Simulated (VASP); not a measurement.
# SiC in VASP: notebook

Aim: see how the results for SiC move with the level of theory and the settings. Levels: r2SCAN, PBE, HSE06. Tasks: single point.

Program: VASP 6.6.1. These are calculated values, not measurements. Logs are shortened: lines on timing, memory, paths and dates and some standing lists are left out, and cuts for length are marked.

## Step 1: The cell of the first run

The structure is hexagonal, space group P6_3mc (No. 186). Conventional cell: a = 3.152 Å, b = 3.152 Å, c = 5.028 Å, α = 90.00°, β = 90.00°, γ = 120.00°. Si (site symmetry 3m) has 4 C at 1.90 to 1.92 Å within 2.5 Å. Within 2.5 Å of C (site symmetry 3m) lie 4 Si at 1.90 to 1.92 Å.

## Step 2: Single point, r2SCAN (epitaxial xy strain +2.5%)

File POSCAR:

```
SiC
1.0
    3.1522401494      0.0000000000      0.0000000000
   -1.5761200747      2.7299200482      0.0000000000
    0.0000000000      0.0000000000      5.0283199721
Si C
2 2
Direct
    0.3333333333      0.6666666667     -0.0016257825
    0.6666666667      0.3333333333      0.4983742175
    0.3333333333      0.6666666667      0.3766257825
    0.6666666667      0.3333333333      0.8766257825
```

File INCAR.step1:

```
SYSTEM = SiC
PREC = Accurate
ENCUT = 520
ISMEAR = 0
SIGMA = 0.01
LREAL = .FALSE.
LASPH = .TRUE.
NELM = 80
NBANDS = 16
GGA = PE
ALGO = Normal
EDIFF = 1E-4
LWAVE = .TRUE.
LCHARG = .FALSE.
```

File INCAR.step2:

```
SYSTEM = SiC
PREC = Accurate
ENCUT = 520
EDIFF = 1E-7
ISMEAR = 0
SIGMA = 0.01
LREAL = .FALSE.
LASPH = .TRUE.
NELM = 80
ALGO = Normal
ISIF = 2
LWAVE = .FALSE.
LCHARG = .FALSE.
METAGGA = R2SCAN
LMIXTAU = .TRUE.
NBANDS = 16
ISTART = 1
```

File KPOINTS:

```
Automatic mesh
0
G
  12 12 6
  0 0 0
```

Potentials or basis: VASP PAW PBE potentials, release 64 (Si, C).

Run with:

```console
> cat potpaw_PBE.64/Si/POTCAR potpaw_PBE.64/C/POTCAR > POTCAR
> cp INCAR.step1 INCAR
> mpirun -np 1 vasp_std > vasp.out
> cp INCAR.step2 INCAR
> mpirun -np 1 vasp_std > vasp.out
```

OUTCAR:

```text
SYSTEM = SiC
   PREC = Accurate
   ENCUT = 520
   EDIFF = 1E-7
   ISMEAR = 0
   LREAL = .FALSE.
   LASPH = .TRUE.
   NELM = 80
   ISIF = 2
   METAGGA = R2SCAN
   ISTART = 1

 ion  position               nearest neighbor table
   1  0.333  0.667  0.998-   3 1.90   4 1.92   4 1.92   4 1.92   2 3.10   2 3.10   2 3.10   2 3.10
                             2 3.10   2 3.10
   2  0.667  0.333  0.498-   4 1.90   3 1.92   3 1.92   3 1.92   1 3.10   1 3.10   1 3.10   1 3.10
                             1 3.10   1 3.10
   3  0.333  0.667  0.377-   1 1.90   2 1.92   2 1.92   2 1.92
   4  0.667  0.333  0.877-   2 1.90   1 1.92   1 1.92   1 1.92

  LATTYP: Found a hexagonal cell.
 ALAT       =     3.1522401494
 C/A-ratio  =     1.5951576447

  Lattice vectors:

 A1 = (   3.1522401494,   0.0000000000,   0.0000000000)
 A2 = (  -1.5761200747,   2.7299200482,   0.0000000000)
 A3 = (   0.0000000000,   0.0000000000,   5.0283199721)

Analysis of symmetry for initial positions (statically):
=====================================================================
 Subroutine PRICEL returns:
 Original cell was already a primitive cell.

 Routine SETGRP: Setting up the symmetry group for a
 hexagonal supercell.

 Subroutine GETGRP returns: Found 12 space group operations
 (whereof  6 operations were pure point group operations)
 out of a pool of 24 trial point group operations.

The static configuration has the point symmetry C_3v.
 The point group associated with its full space group is C_6v.

Analysis of symmetry for dynamics (positions and initial velocities):
=====================================================================
 Subroutine PRICEL returns:
 Original cell was already a primitive cell.

 Routine SETGRP: Setting up the symmetry group for a
 hexagonal supercell.

 Subroutine GETGRP returns: Found 12 space group operations
 (whereof  6 operations were pure point group operations)
 out of a pool of 24 trial point group operations.

The dynamic configuration has the point symmetry C_3v.
 The point group associated with its full space group is C_6v.

 Subroutine INISYM returns: Found 12 space group operations
 (whereof  6 operations are pure point group operations),
 and found     1 'primitive' translations

----------------------------------------------------------------------------------------

                                     Primitive cell

  volume of cell :      43.2705

  direct lattice vectors                    reciprocal lattice vectors
     3.152240149  0.000000000  0.000000000     0.317234713  0.183155547  0.000000000
    -1.576120075  2.729920048  0.000000000     0.000000000  0.366311094  0.000000000
     0.000000000  0.000000000  5.028319972     0.000000000  0.000000000  0.198873581

  length of vectors
     3.152240149  3.152240149  5.028319972     0.366311094  0.366311094  0.198873581

  position of ions in fractional coordinates (direct lattice)
     0.333333333  0.666666667  0.998374218
     0.666666667  0.333333333  0.498374218
     0.333333333  0.666666667  0.376625782
     0.666666667  0.333333333  0.876625782

  ion indices of the primitive-cell ions
   primitive index   ion index
                 1           1
                 2           2
                 3           3
                 4           4

----------------------------------------------------------------------------------------

 KPOINTS: Automatic mesh

Automatic generation of k-mesh.
 Grid dimensions read from file:
 generate k-points for:   12   12    6

 Generating k-lattice:

  Cartesian coordinates                     Fractional coordinates (reciprocal lattice)
     0.026436226  0.015262962  0.000000000     0.083333333  0.000000000  0.000000000
     0.000000000  0.030525925  0.000000000     0.000000000  0.083333333  0.000000000
     0.000000000  0.000000000  0.033145597     0.000000000  0.000000000  0.166666667

  Length of vectors
     0.030525925  0.030525925  0.033145597

  Shift w.r.t. Gamma in fractional coordinates (k-lattice)
     0.000000000  0.000000000  0.000000000

 Subroutine IBZKPT returns following result:
 ===========================================

 Found     76 irreducible k-points:

 Following reciprocal coordinates:
            Coordinates               Weight
  0.000000  0.000000  0.000000      1.000000
  0.083333  0.000000  0.000000      6.000000
  0.166667  0.000000  0.000000      6.000000
  0.250000  0.000000  0.000000      6.000000
  0.333333  0.000000  0.000000      6.000000
  0.416667 -0.000000  0.000000      6.000000
[... 16 lines left out ...]
  0.250000  0.000000  0.166667     12.000000
  0.333333  0.000000  0.166667     12.000000
 [... further k-points ...]
   k-points           NKPTS =     76   k-points in BZ     NKDIM =     76   number of bands    NBANDS=     16
   number of dos      NEDOS =    301   number of ions     NIONS =      4
   total plane-waves  NPLWV =  23040
   dimension x,y,z NGX =    24 NGY =   24 NGZ =   40
   dimension x,y,z NGXF=    48 NGYF=   48 NGZF=   80
   ions per type =               2   2
   NGX,Y,Z   is equivalent  to a cutoff of  12.66, 12.66, 13.22 a.u.
   NGXF,Y,Z  is equivalent  to a cutoff of  25.31, 25.31, 26.45 a.u.
 SYSTEM =  SiC
   PREC   = accura    normal or accurate (medium, high low for compatibility)
   ISTART =      1    job   : 0-new  1-cont  2-samecut
   ICHARG =      0    charge: 1-file 2-atom 10-const
   ISPIN  =      1    spin polarized calculation?
   LNONCOLLINEAR =      F non collinear calculations
   LSORBIT =      F    spin-orbit coupling
   LASPH  =      T    aspherical Exc in radial PAW
   ENCUT  =  520.0 eV  38.22 Ry    6.18 a.u.   5.86  5.86  9.35*2*pi/ulx,y,z
   NELM   =     80;   NELMIN=  2; NELMDL=  0     # of ELM steps
   EDIFF  = 0.1E-06   stopping-criterion for ELM
   LREAL  =      F    real-space projection
   EDIFFG = 0.1E-05   stopping-criterion for IOM
   NSW    =      0    number of steps for IOM
   IBRION =     -1    ionic relax: 0-MD 1-quasi-New 2-CG
   NFREE  =      0    steps in history (QN), initial steepest desc. (CG)
   ISIF   =      2    stress and relaxation
   ISYM   =      2    0-nonsym 1-usesym 2-fastsym
   POTIM  = 0.5000    time-step for ionic-motion
   TEBEG  =    0.0;   TEEND  =   0.0 temperature during run
   PSTRESS=    0.0 pullay stress
   NELECT =      16.0000    total number of electrons
   NUPDOWN=      -1.0000    fix difference up-down
   EMIN   =  10.00;   EMAX   =-10.00  energy-range for DOS
   EFERMI =   0.00;   METHOD = LEGACY
   ISMEAR =     0;   SIGMA  =   0.01  broadening in eV -4-tet -1-fermi 0-gaus
   EFERMI_NEDOS =   21; number of points for ismear=-14 and -15
   IALGO  =     38    algorithm
   IMIX   =      4    mixing-type and parameters
     AMIX     =   0.40;   BMIX     =  1.00
     AMIX_MAG =   1.60;   BMIX_MAG =  1.00
  volume/ion in A,a.u.               =      10.82        73.00
  Fermi-wavevector in a.u.,A,eV,Ry     =   1.175035  2.220494 18.785661  1.380707
  Thomas-Fermi vector in A             =   2.311422
   LORBIT       =      0    0 simple, 1 ext, 2 COOP (PROOUT), +10 PAW based schemes
   METAGGA = R2SCAN    functional components
   LHFCALC =     F    Hartree Fock is set to
   AEXX    =    0.0000 exact exchange contribution
   IVDW    =     0    specifies the selected vdW correction
   LEPSILON=     F    determine dielectric tensor
   LRPA    =     F    only Hartree local field effects (RPA)
 non-spin polarized calculation
 Gauss-broadening in eV      SIGMA  =   0.01
  energy-cutoff  :      520.00
  volume of cell :       43.27
 maximum number of plane-waves:      1194
 NGX is ok and might be reduce to    24
   NGX = 11   NGY = 11   NGZ = 19

 number of electron      16.0000001 magnetization

 Free energy of the ion-electron system (eV)
  ---------------------------------------------------
  ext. energy  EPLUGINS =         0.00000000
  ---------------------------------------------------
  free energy    TOTEN  =       -38.53999872 eV

  energy without entropy =      -38.53999872  energy(sigma->0) =      -38.53999872

 E-fermi :   7.7539     XC(G=0): -11.7243

 val. band max:        7.6952469997   @ k =   0.0000   0.0000   0.0000
 cond. band min:      10.4961169205   @ k =   0.3333   0.3333   0.0000
 fundamental gap:      2.8008699209
 Fermi energy:         7.7538594396

 k-point     1 :       0.0000    0.0000    0.0000
  band No.  band energies     occupation
      1      -8.3528      2.00000
      2      -4.6763      2.00000
      3      -1.0104      2.00000
      4       6.0806      2.00000
      5       6.0806      2.00000
      6       7.5849      2.00000
[... 8 lines left out ...]
     15      16.8070      0.00000
     16      19.2879      0.00000

 k-point     2 :       0.0833    0.0000    0.0000
  band No.  band energies     occupation
      1      -8.2350      2.00000
      2      -4.5794      2.00000
      3      -0.9045      2.00000
      4       5.3978      2.00000
      5       5.8747      2.00000
      6       7.1049      2.00000
[... 8 lines left out ...]
     15      17.1272      0.00000
     16      18.4364      0.00000

 k-point     3 :       0.1667    0.0000    0.0000
  band No.  band energies     occupation
      1      -7.8854      2.00000
      2      -4.3004      2.00000
      3      -0.5982      2.00000
      4       3.9311      2.00000
      5       5.4046      2.00000
      6       5.9708      2.00000
[... 8 lines left out ...]
     15      17.5835      0.00000
     16      17.8389      0.00000

 k-point     4 :       0.2500    0.0000    0.0000
  band No.  band energies     occupation
      1      -7.3167      2.00000
      2      -3.8854      2.00000
      3      -0.1511      2.00000
      4       2.3777      2.00000
      5       4.5830      2.00000
      6       4.8908      2.00000
[... 8 lines left out ...]
     15      18.1240      0.00000
     16      18.7054      0.00000

 k-point     5 :       0.3333    0.0000    0.0000
  band No.  band energies     occupation
      1      -6.5607      2.00000
      2      -3.4754      2.00000
      3       0.0814      2.00000
      4       1.4326      2.00000
      5       3.1907      2.00000
      6       4.4644      2.00000
[... 8 lines left out ...]
     15      19.0046      0.00000
     16      20.1532      0.00000

 k-point     6 :       0.4167   -0.0000    0.0000
  band No.  band energies     occupation
      1      -5.7113      2.00000
      2      -3.4195      2.00000
      3      -0.2288      2.00000
      4       1.6915      2.00000
      5       2.0555      2.00000
      6       4.1895      2.00000
[... 8 lines left out ...]
     15      19.4049      0.00000
     16      20.3893      0.00000
[... 267 lines left out ...]
 k-point    21 :       0.0833    0.0000    0.1667
  band No.  band energies     occupation
      1      -8.0934      2.00000
      2      -5.1169      2.00000
      3      -0.1472      2.00000
      4       5.4997      2.00000
      5       5.9652      2.00000
      6       6.6395      2.00000
[... 8 lines left out ...]
     15      16.8027      0.00000
     16      18.9825      0.00000

 k-point    22 :       0.1667    0.0000    0.1667
  band No.  band energies     occupation
      1      -7.7451      2.00000
      2      -4.8176      2.00000
      3       0.1118      2.00000
      4       4.0711      2.00000
      5       5.5040      2.00000
      6       5.5624      2.00000
[... 8 lines left out ...]
     15      17.6449      0.00000
     16      18.3856      0.00000

 k-point    23 :       0.2500    0.0000    0.1667
  band No.  band energies     occupation
      1      -7.1790      2.00000
      2      -4.3577      2.00000
      3       0.4014      2.00000
      4       2.6294      2.00000
      5       4.1595      2.00000
      6       4.9970      2.00000
[... 8 lines left out ...]
     15      18.6885      0.00000
     16      18.9006      0.00000

 k-point    24 :       0.3333    0.0000    0.1667
  band No.  band energies     occupation
      1      -6.4279      2.00000
      2      -3.8446      2.00000
      3       0.1312      2.00000
      4       2.0479      2.00000
      5       2.7595      2.00000
      6       4.5748      2.00000
[... 8 lines left out ...]
     15      19.5687      0.00000
     16      20.0264      0.00000

 [... further k-points ...]

------------------------ aborting loop because EDIFF is reached ----------------------------------------

  FORCE on cell =-STRESS in cart. coord.  units (eV):
  Direction    XX          YY          ZZ          XY          YZ          ZX
  --------------------------------------------------------------------------------------
  -------------------------------------------------------------------------------------
  Total       -3.8802773     -3.8802773     -0.0231046      0.0000000      0.0000000      0.0000000
  in kB     -143.6750020   -143.6750020     -0.8554927      0.0000000      0.0000000      0.0000000
  external PRESSURE =     -96.0684989 kB  Pullay stress =       0.0000000 kB

 VOLUME and BASIS-vectors are now :
 -----------------------------------------------------------------------------
  energy-cutoff  :      520.00
  volume of cell :       43.27
      direct lattice vectors                 reciprocal lattice vectors
     3.152240149  0.000000000  0.000000000     0.317234713  0.183155547  0.000000000
    -1.576120075  2.729920048  0.000000000     0.000000000  0.366311094  0.000000000
     0.000000000  0.000000000  5.028319972     0.000000000  0.000000000  0.198873581

 POSITION                                       TOTAL-FORCE (eV/Angst)
 -----------------------------------------------------------------------------------
     -0.00000      1.81995      5.02015         0.000000     -0.000000     -0.001503
      1.57612      0.90997      2.50599        -0.000000      0.000000     -0.001503
     -0.00000      1.81995      1.89379         0.000000     -0.000000      0.001503
      1.57612      0.90997      4.40795        -0.000000     -0.000000      0.001503
 -----------------------------------------------------------------------------------
    total drift:                               -0.000000      0.000000      0.000480

  FREE ENERGIE OF THE ION-ELECTRON SYSTEM (eV)
  ---------------------------------------------------
  free  energy   TOTEN  =       -38.5399987203 eV

  energy  without entropy=      -38.5399987203  energy(sigma->0) =      -38.53999872
```

Run time: 73 s. Hardware: 1 thread of Intel Xeon 6975P-C (Granite Rapids), shared host; peak memory 0.18 GiB.

What came out:

```yaml
Free_energy: -38.5400 eV
Pressure: -9.6 GPa
Band_gap_on_the_k_mesh: 2.80 eV, indirect (least direct gap 4.12 eV)
```

Stress tensor (GPa, compression positive):
```
-14.37   0.00   0.00
  0.00 -14.37   0.00
  0.00   0.00  -0.09
```

Levels at points of the mesh, in eV from the valence-band top:
| k point | band 4 | band 5 | band 6 | band 7 | band 8 | band 9 | band 10 | band 11 | band 12 | band 13 |
| --- | --- | --- | --- | --- | --- | --- | --- | --- | --- | --- |
| (0.00, 0.00, 0.00) | -1.61 | -1.61 | -0.11 | -0.11 | 0.00 | 4.45 | 6.45 | 6.62 | 6.62 | 8.13 |
| (0.50, 0.00, 0.00) | -6.35 | -5.52 | -3.60 | -3.28 | -1.28 | 2.85 | 4.75 | 7.03 | 7.34 | 10.82 |
| (0.00, 0.00, 0.50) | -4.35 | -0.93 | -0.93 | -0.93 | -0.93 | 5.68 | 5.68 | 7.37 | 7.37 | 7.37 |
| (0.50, 0.00, 0.50) | -8.40 | -2.65 | -2.65 | -2.29 | -2.29 | 3.61 | 3.61 | 5.65 | 5.65 | 10.81 |

Caveat: the cell differs from its parent crystal (epitaxial xy strain +2.5%); the PAW data sets were made with another functional, which shifts forces and pressure a little. A k mesh can miss the band edges.

## Step 3: Single point, r2SCAN (epitaxial xy strain +4.0%)

File POSCAR:

```
SiC
1.0
    3.1983704930      0.0000000000      0.0000000000
   -1.5991852465      2.7698700976      0.0000000000
    0.0000000000      0.0000000000      5.0174184209
Si C
2 2
Direct
    0.3333333333      0.6666666667     -0.0022074567
    0.6666666667      0.3333333333      0.4977925433
    0.3333333333      0.6666666667      0.3772074567
    0.6666666667      0.3333333333      0.8772074567
```

File INCAR.step1:

```
PREC = Accurate
ENCUT = 520
ISMEAR = 0
SIGMA = 0.01
LREAL = False
LASPH = True
NELM = 80
NBANDS = 16
GGA = PE
ALGO = Normal
EDIFF = 1E-4
LWAVE = True
LCHARG = False
```

File INCAR.step2:

```
PREC = Accurate
ENCUT = 520
EDIFF = 1E-6
ISMEAR = 0
SIGMA = 0.01
LREAL = False
LASPH = True
NELM = 80
ALGO = Normal
ISIF = 2
LWAVE = False
LCHARG = False
METAGGA = R2SCAN
LMIXTAU = True
NBANDS = 16
ISTART = 1
```

File KPOINTS:

```
regular mesh
0
Gamma
  12 12 6
```

Potentials or basis: VASP PAW PBE potentials, release 64 (Si, C).

Run with:

```console
> cat potpaw_PBE.64/Si/POTCAR potpaw_PBE.64/C/POTCAR > POTCAR
> cp INCAR.step1 INCAR
> mpirun -np 1 vasp_std > vasp.out
> cp INCAR.step2 INCAR
> mpirun -np 1 vasp_std > vasp.out
```

Wall time 50 s (1 thread of Intel Xeon 6975P-C (Granite Rapids), shared host); peak memory 0.18 GiB.

Results (log left out):

- Free energy: -38.3975 eV
- Pressure: -14.3 GPa
- Band gap on the k mesh: 2.60 eV, indirect (least direct gap 3.88 eV)

Forces on the atoms (eV/Å):
```
Si   0.000  0.000  0.002
Si   0.000  0.000  0.002
C    0.000  0.000 -0.002
C    0.000  0.000 -0.002
```

Stress tensor (GPa, compression positive):
```
-21.40   0.00   0.00
  0.00 -21.40   0.00
  0.00   0.00  -0.03
```

Levels at points of the mesh, in eV from the valence-band top:
| k point | band 6 | band 7 | band 8 | band 9 | band 10 | band 11 |
| --- | --- | --- | --- | --- | --- | --- |
| (0.00, 0.00, 0.00) | -0.20 | -0.20 | 0.00 | 3.88 | 6.05 | 6.26 |
| (0.50, 0.00, 0.00) | -3.70 | -3.27 | -1.31 | 2.60 | 4.74 | 6.74 |
| (0.00, 0.00, 0.50) | -1.06 | -1.06 | -1.06 | 5.17 | 5.17 | 7.04 |
| (0.50, 0.00, 0.50) | -2.72 | -2.25 | -2.25 | 3.48 | 3.48 | 5.55 |

Caveat: the cell differs from its parent crystal (epitaxial xy strain +4.0%); the PAW data sets were made with another functional, which shifts forces and pressure a little. A k mesh can miss the band edges.

## Step 4: Single point, PBE (uniaxial x strain +1.5%)

File INCAR:

```
SYSTEM = SiC
PREC = Accurate
ENCUT = 520
EDIFF = 1E-7
ISMEAR = -1
SIGMA = 0.02
LREAL = .False.
LASPH = .True.
NELM = 100
ALGO = Normal
ISIF = 2
LWAVE = .False.
LCHARG = .False.
GGA = PE
NBANDS = 16
```

File KPOINTS:

```
regular mesh
0
Gamma
  12 12 6
  0 0 0
```

File POSCAR:

```
SiC
1.0
    3.1214865869      0.0000000000      0.0000000000
   -1.5607432935      2.6633366324      0.0000000000
    0.0000000000      0.0000000000      5.0481080951
Si C
2 2
Direct
    0.3332112295      0.6664224589     -0.0007552593
    0.6667887705      0.3335775411      0.4992447407
    0.3321751076      0.6643502152      0.3757552593
    0.6678248924      0.3356497848      0.8757552593
```

Run with:

```console
> cat potpaw_PBE.64/Si/POTCAR potpaw_PBE.64/C/POTCAR > POTCAR
> mpirun -np 1 vasp_std > vasp.out
```

Run time: 34 s. Hardware: 1 thread of Intel Xeon 6975P-C (Granite Rapids), shared host; peak memory 0.22 GiB.

It converged, with:

| Quantity | Value |
| --- | --- |
| Free energy | -30.1024 eV |
| Pressure | 0.2 GPa |
| Largest force | 0.011 eV/Å |
| Band gap on the k mesh | 2.29 eV, indirect (least direct gap 3.82 eV) |

Forces in eV/Å, atoms in the order of the input:
```
Si   0.000 -0.006 -0.006
Si   0.000  0.006 -0.006
C    0.000 -0.009  0.006
C    0.000  0.009  0.006
```

Stress tensor (GPa, compression positive):
```
-3.93  0.00  0.00
 0.00  1.89  0.00
 0.00  0.00  2.53
```

Levels at points of the mesh, in eV from the valence-band top:
| k point | band 6 | band 7 | band 8 | band 9 | band 10 | band 11 |
| --- | --- | --- | --- | --- | --- | --- |
| (0.00, 0.00, 0.00) | -0.12 | -0.11 | 0.00 | 4.51 | 6.10 | 6.37 |
| (0.50, 0.00, 0.00) | -3.33 | -3.27 | -1.17 | 2.75 | 4.26 | 6.81 |
| (0.00, 0.50, 0.00) | -3.52 | -3.25 | -1.35 | 2.47 | 4.14 | 6.54 |
| (0.00, 0.00, 0.50) | -0.86 | -0.72 | -0.72 | 5.62 | 5.62 | 7.08 |
| (0.50, 0.00, 0.50) | -2.43 | -2.32 | -2.32 | 3.27 | 3.27 | 5.20 |
| (0.00, 0.50, 0.50) | -2.63 | -2.30 | -2.30 | 3.14 | 3.14 | 5.13 |

Caveat: the cell differs from its parent crystal (uniaxial x strain +1.5%). A k mesh can miss the band edges.

(Continued in part 2 of 2.)
